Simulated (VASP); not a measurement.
# Ga (Cmmm) in VASP: notebook

Runs on Ga. Level: PBE. Tasks: single point.

Everything below comes from runs of VASP 6.6.1. Logs are shortened: lines on timing, memory, paths and dates and some standing lists are left out, and cuts for length are marked.

## Step 1: The cell of the first run

The typed cell holds 1 atom: a = 2.781 Å, b = 2.781 Å, c = 2.640 Å, α = 90.00°, β = 90.00°, γ = 120.11°.

## Step 2: Single point, PBE (volume scaled by 0.91, then relaxed in part)

Contents of INCAR:

```
PREC = Accurate ; ENCUT = 520
EDIFF = 1E-6 ; ISMEAR = 0
SIGMA = 0.1 ; LREAL = F
LASPH = T ; NELM = 60
ALGO = Fast ; ISIF = 2
LWAVE = F ; LCHARG = F
GGA = PE ; NBANDS = 12
```

Contents of KPOINTS:

```
Automatic mesh
0
Gamma
  22 22 20
```

Contents of POSCAR:

```
Ga
1.0
    1.3881161033     -2.4097304806      0.0000000000
    1.3881161033      2.4097304806      0.0000000000
    0.0000000000      0.0000000000      2.6403144907
Ga
1
Direct
    0.5000000000      0.5000000000      0.0000000000
```

Potentials or basis: VASP PAW PBE potentials, release 64 (Ga_d).

Started as:

```bash
> cat potpaw_PBE.64/Ga_d/POTCAR > POTCAR
> mpirun -np 1 vasp_std > vasp.out
```

OUTCAR:

```text
PREC = Accurate
   ENCUT = 520
   EDIFF = 1E-6
   ISMEAR = 0
   LREAL = F
   LASPH = T
   NELM = 60
   ISIF = 2
   GGA = PE

 ion  position               nearest neighbor table
   1  0.500  0.500  0.000-

  LATTYP: Found a base centered orthorhombic cell.
 ALAT       =     2.7762322066
 B/A-ratio  =     1.7359718505
 C/A-ratio  =     0.9510423820

  Lattice vectors:

 A1 = (   1.3881161033,  -2.4097304806,   0.0000000000)
 A2 = (   1.3881161033,   2.4097304806,   0.0000000000)
 A3 = (   0.0000000000,   0.0000000000,   2.6403144907)

Analysis of symmetry for initial positions (statically):
=====================================================================
 Subroutine PRICEL returns:
 Original cell was already a primitive cell.

 Routine SETGRP: Setting up the symmetry group for a
 base centered orthorhombic supercell.

 Subroutine GETGRP returns: Found  8 space group operations
 (whereof  8 operations were pure point group operations)
 out of a pool of  8 trial point group operations.

The static configuration has the point symmetry D_2h.

Analysis of symmetry for dynamics (positions and initial velocities):
=====================================================================
 Subroutine PRICEL returns:
 Original cell was already a primitive cell.

 Routine SETGRP: Setting up the symmetry group for a
 base centered orthorhombic supercell.

 Subroutine GETGRP returns: Found  8 space group operations
 (whereof  8 operations were pure point group operations)
 out of a pool of  8 trial point group operations.

The dynamic configuration has the point symmetry D_2h.

 Subroutine INISYM returns: Found  8 space group operations
 (whereof  8 operations are pure point group operations),
 and found     1 'primitive' translations

----------------------------------------------------------------------------------------

                                     Primitive cell

  volume of cell :      17.6636

  direct lattice vectors                    reciprocal lattice vectors
     1.388116103 -2.409730481  0.000000000     0.360200418 -0.207492084  0.000000000
     1.388116103  2.409730481  0.000000000     0.360200418  0.207492084  0.000000000
     0.000000000  0.000000000  2.640314491     0.000000000  0.000000000  0.378742761

  length of vectors
     2.780947196  2.780947196  2.640314491     0.415688953  0.415688953  0.378742761

  position of ions in fractional coordinates (direct lattice)
     0.500000000  0.500000000  0.000000000

  ion indices of the primitive-cell ions
   primitive index   ion index
                 1           1

----------------------------------------------------------------------------------------

 KPOINTS: Automatic mesh

Automatic generation of k-mesh.
 Grid dimensions read from file:
 generate k-points for:   22   22   20

 Generating k-lattice:

  Cartesian coordinates                     Fractional coordinates (reciprocal lattice)
     0.016372746 -0.009431458  0.000000000     0.045454545 -0.000000000  0.000000000
     0.016372746  0.009431458  0.000000000    -0.000000000  0.045454545  0.000000000
     0.000000000  0.000000000  0.018937138     0.000000000  0.000000000  0.050000000

  Length of vectors
     0.018894952  0.018894952  0.018937138

  Shift w.r.t. Gamma in fractional coordinates (k-lattice)
     0.000000000  0.000000000  0.000000000

 Subroutine IBZKPT returns following result:
 ===========================================

 Found   1463 irreducible k-points:

 Following reciprocal coordinates:
            Coordinates               Weight
  0.000000  0.000000  0.000000      1.000000
  0.045455 -0.000000  0.000000      4.000000
  0.090909 -0.000000  0.000000      4.000000
  0.136364 -0.000000  0.000000      4.000000
  0.181818  0.000000  0.000000      4.000000
  0.227273 -0.000000  0.000000      4.000000
[... 16 lines left out ...]
  0.500000  0.045455  0.000000      4.000000
 -0.454545  0.045455  0.000000      4.000000
 [... further k-points ...]
   k-points           NKPTS =   1463   k-points in BZ     NKDIM =   1463   number of bands    NBANDS=     12
   number of dos      NEDOS =    301   number of ions     NIONS =      1
   total plane-waves  NPLWV =  11520
   dimension x,y,z NGX =    24 NGY =   24 NGZ =   20
   dimension x,y,z NGXF=    48 NGYF=   48 NGZF=   40
   ions per type =               1
   NGX,Y,Z   is equivalent  to a cutoff of  14.35, 14.35, 12.59 a.u.
   NGXF,Y,Z  is equivalent  to a cutoff of  28.69, 28.69, 25.19 a.u.
 SYSTEM =  unknown system
   PREC   = accura    normal or accurate (medium, high low for compatibility)
   ISTART =      0    job   : 0-new  1-cont  2-samecut
   ICHARG =      2    charge: 1-file 2-atom 10-const
   ISPIN  =      1    spin polarized calculation?
   LNONCOLLINEAR =      F non collinear calculations
   LSORBIT =      F    spin-orbit coupling
   LASPH  =      T    aspherical Exc in radial PAW
   ENCUT  =  520.0 eV  38.22 Ry    6.18 a.u.   5.17  5.17  4.91*2*pi/ulx,y,z
   NELM   =     60;   NELMIN=  2; NELMDL= -5     # of ELM steps
   EDIFF  = 0.1E-05   stopping-criterion for ELM
   LREAL  =      F    real-space projection
   EDIFFG = 0.1E-04   stopping-criterion for IOM
   NSW    =      0    number of steps for IOM
   IBRION =     -1    ionic relax: 0-MD 1-quasi-New 2-CG
   NFREE  =      0    steps in history (QN), initial steepest desc. (CG)
   ISIF   =      2    stress and relaxation
   ISYM   =      2    0-nonsym 1-usesym 2-fastsym
   POTIM  = 0.5000    time-step for ionic-motion
   TEBEG  =    0.0;   TEEND  =   0.0 temperature during run
   PSTRESS=    0.0 pullay stress
   NELECT =      13.0000    total number of electrons
   NUPDOWN=      -1.0000    fix difference up-down
   EMIN   =  10.00;   EMAX   =-10.00  energy-range for DOS
   EFERMI =   0.00;   METHOD = LEGACY
   ISMEAR =     0;   SIGMA  =   0.10  broadening in eV -4-tet -1-fermi 0-gaus
   EFERMI_NEDOS =   21; number of points for ismear=-14 and -15
   IALGO  =     68    algorithm
   IMIX   =      4    mixing-type and parameters
     AMIX     =   0.40;   BMIX     =  1.00
     AMIX_MAG =   1.60;   BMIX_MAG =  1.00
  volume/ion in A,a.u.               =      17.66       119.20
  Fermi-wavevector in a.u.,A,eV,Ry     =   1.478073  2.793154 29.724658  2.184701
  Thomas-Fermi vector in A             =   2.592399
   LORBIT       =      0    0 simple, 1 ext, 2 COOP (PROOUT), +10 PAW based schemes
   GGA     = PE    functional components
   LHFCALC =     F    Hartree Fock is set to
   AEXX    =    0.0000 exact exchange contribution
   IVDW    =     0    specifies the selected vdW correction
   LEPSILON=     F    determine dielectric tensor
   LRPA    =     F    only Hartree local field effects (RPA)
 non-spin polarized calculation
 RMM-DIIS sequential band-by-band and
 Gauss-broadening in eV      SIGMA  =   0.10
  energy-cutoff  :      520.00
  volume of cell :       17.66
 maximum number of plane-waves:       486
 NGX is ok and might be reduce to    24
   NGX = 11   NGY = 11   NGZ =  9

 number of electron      12.9999990 magnetization

 Free energy of the ion-electron system (eV)
  ---------------------------------------------------
  ext. energy  EPLUGINS =         0.00000000
  ---------------------------------------------------
  free energy    TOTEN  =        -2.83380464 eV

  energy without entropy =       -2.83149944  energy(sigma->0) =       -2.83265204

 E-fermi :   6.0032     XC(G=0): -11.3079

 val. band max:        6.0008510987   @ k =   0.3636   0.2727   0.1500
 cond. band min:       6.0036415232   @ k =   0.3636   0.0455   0.2500
 fundamental gap:      0.0027904246
 Fermi energy:         6.0032432482

 k-point     1 :       0.0000    0.0000    0.0000
  band No.  band energies     occupation
      1      -9.2606      2.00000
      2      -8.9575      2.00000
      3      -8.9531      2.00000
      4      -8.6406      2.00000
      5      -8.6399      2.00000
      6      -5.4888      2.00000
      7      15.2583      0.00000
      8      18.3075      0.00000
      9      18.3575      0.00000
     10      18.5281      0.00000
     11      22.6505      0.00000
     12      22.8552      0.00000

 k-point     2 :       0.0455   -0.0000    0.0000
  band No.  band energies     occupation
      1      -9.2569      2.00000
      2      -8.9572      2.00000
      3      -8.9493      2.00000
      4      -8.6434      2.00000
      5      -8.6411      2.00000
      6      -5.4343      2.00000
      7      15.3175      0.00000
      8      17.4706      0.00000
      9      18.0426      0.00000
     10      18.8233      0.00000
     11      21.4663      0.00000
     12      23.2458      0.00000

 k-point     3 :       0.0909   -0.0000    0.0000
  band No.  band energies     occupation
      1      -9.2464      2.00000
      2      -8.9642      2.00000
      3      -8.9301      2.00000
      4      -8.6529      2.00000
      5      -8.6432      2.00000
      6      -5.2703      2.00000
      7      15.4944      0.00000
      8      15.9359      0.00000
      9      17.3936      0.00000
     10      18.9326      0.00000
     11      20.6435      0.00000
     12      24.1852      0.00000
[... 286 lines left out ...]
 k-point    23 :       0.5000    0.0455    0.0000
  band No.  band energies     occupation
      1      -9.1962      2.00000
      2      -9.0127      2.00000
      3      -8.7965      2.00000
      4      -8.6779      2.00000
      5      -8.6232      2.00000
      6       0.6304      2.00000
      7       2.1136      2.00000
      8      12.3677      0.00000
      9      17.4347      0.00000
     10      20.3731      0.00000
     11      23.7824      0.00000
     12      25.1697      0.00000

 k-point    24 :      -0.4545    0.0455    0.0000
  band No.  band energies     occupation
      1      -9.1921      2.00000
      2      -9.0153      2.00000
      3      -8.7904      2.00000
      4      -8.6764      2.00000
      5      -8.6370      2.00000
      6      -0.4152      2.00000
      7       3.3701      2.00000
      8      12.4842      0.00000
      9      17.5205      0.00000
     10      19.8852      0.00000
     11      23.1879      0.00000
     12      25.8581      0.00000

 [... further k-points ...]
[... 5 lines left out ...]
  --------------------------------------------------------------------------------------
  -------------------------------------------------------------------------------------
  Total        0.6440138      0.6387115      0.6330492      0.0000000      0.0000000      0.0000000
  in kB       58.4151922     57.9342557     57.4206531      0.0000000      0.0000000      0.0000000
  external PRESSURE =      57.9233670 kB  Pullay stress =       0.0000000 kB

 VOLUME and BASIS-vectors are now :
 -----------------------------------------------------------------------------
  energy-cutoff  :      520.00
  volume of cell :       17.66
      direct lattice vectors                 reciprocal lattice vectors
     1.388116103 -2.409730481  0.000000000     0.360200418 -0.207492084  0.000000000
     1.388116103  2.409730481  0.000000000     0.360200418  0.207492084  0.000000000
     0.000000000  0.000000000  2.640314491     0.000000000  0.000000000  0.378742761

 POSITION                                       TOTAL-FORCE (eV/Angst)
 -----------------------------------------------------------------------------------
      1.38812      0.00000      0.00000         0.000000     -0.000000      0.000000
 -----------------------------------------------------------------------------------
    total drift:                               -0.000000     -0.000000     -0.000000

  FREE ENERGIE OF THE ION-ELECTRON SYSTEM (eV)
  ---------------------------------------------------
  free  energy   TOTEN  =        -2.8338046394 eV

  energy  without entropy=       -2.8314994412  energy(sigma->0) =       -2.83265204
```

Run time: 2.2 min. Hardware: 1 thread of Intel Xeon 6975P-C, shared host; peak memory 0.39 GiB.

What came out:

```
Free energy : -2.8338 eV
Pressure    : 5.8 GPa
```

Stress tensor (GPa, compression positive):
```
5.84 0.00 0.00
0.00 5.79 0.00
0.00 0.00 5.74
```

Levels at points of the mesh, in eV from the Fermi level:
| k point | band 3 | band 4 | band 5 | band 6 | band 7 | band 8 | band 9 | band 10 | band 11 | band 12 |
| --- | --- | --- | --- | --- | --- | --- | --- | --- | --- | --- |
| (0.00, 0.00, 0.00) | -14.96 | -14.64 | -14.64 | -11.49 | 9.26 | 12.30 | 12.35 | 12.52 | 16.65 | 16.85 |
| (0.50, 0.00, 0.00) | -14.80 | -14.68 | -14.62 | -5.09 | -4.28 | 7.03 | 10.68 | 14.40 | 17.84 | 19.03 |
| (0.50, 0.50, 0.00) | -14.80 | -14.68 | -14.62 | -5.12 | -4.29 | 7.09 | 10.74 | 14.38 | 17.83 | 19.02 |
| (0.00, 0.00, 0.50) | -14.90 | -14.81 | -14.81 | -6.68 | -4.78 | 16.24 | 16.29 | 19.42 | 20.24 | 20.97 |
| (0.50, 0.00, 0.50) | -14.87 | -14.60 | -14.50 | -0.62 | 0.08 | 0.17 | 4.66 | 10.73 | 15.36 | 15.96 |
| (0.50, 0.50, 0.50) | -14.87 | -14.61 | -14.51 | -0.63 | 0.04 | 0.15 | 4.65 | 10.80 | 15.42 | 16.03 |

## Step 3: Single point, PBE (volume scaled by 0.94, then relaxed in part)

Contents of INCAR:

```
ALGO = Fast
EDIFF = 1E-6
ENCUT = 520
GGA = PE
ISIF = 2
ISMEAR = 0
LASPH = T
LCHARG = F
LREAL = F
LWAVE = F
NBANDS = 12
NELM = 100
PREC = Accurate
SIGMA = 0.1
```

Contents of KPOINTS:

```
k-points
0
Gamma
  22 22 20
```

Contents of POSCAR:

```
Ga
1.0
    1.4032055040     -2.4359252554      0.0000000000
    1.4032055040      2.4359252554      0.0000000000
    0.0000000000      0.0000000000      2.6690158098
Ga
1
Direct
    0.5000000000      0.5000000000      0.0000000000
```

Potentials or basis: VASP PAW PBE potentials, release 64 (Ga_d).

Started as:

```bash
> cat potpaw_PBE.64/Ga_d/POTCAR > POTCAR
> mpirun -np 1 vasp_std > vasp.out
```

It took 1.9 min on 1 thread of Intel Xeon 6975P-C, shared host; peak memory 0.4 GiB.

Results (log left out):

- Free energy: -2.8505 eV
- Pressure: 3.5 GPa

Levels at points of the mesh, in eV from the Fermi level:
```tsv
k point	band 5	band 6	band 7	band 8	band 9	band 10
(0.00, 0.00, 0.00)	-14.63	-11.25	9.04	11.96	12.00	12.29
(0.50, 0.00, 0.00)	-14.61	-5.07	-4.13	6.86	10.47	13.99
(0.50, 0.50, 0.00)	-14.61	-5.10	-4.14	6.93	10.53	13.96
(0.00, 0.00, 0.50)	-14.79	-6.62	-4.61	15.70	15.76	19.05
(0.50, 0.00, 0.50)	-14.51	-0.58	-0.10	0.19	4.65	10.43
(0.50, 0.50, 0.50)	-14.51	-0.59	-0.13	0.17	4.64	10.49
```

(Part 1 of 2 ends here.)
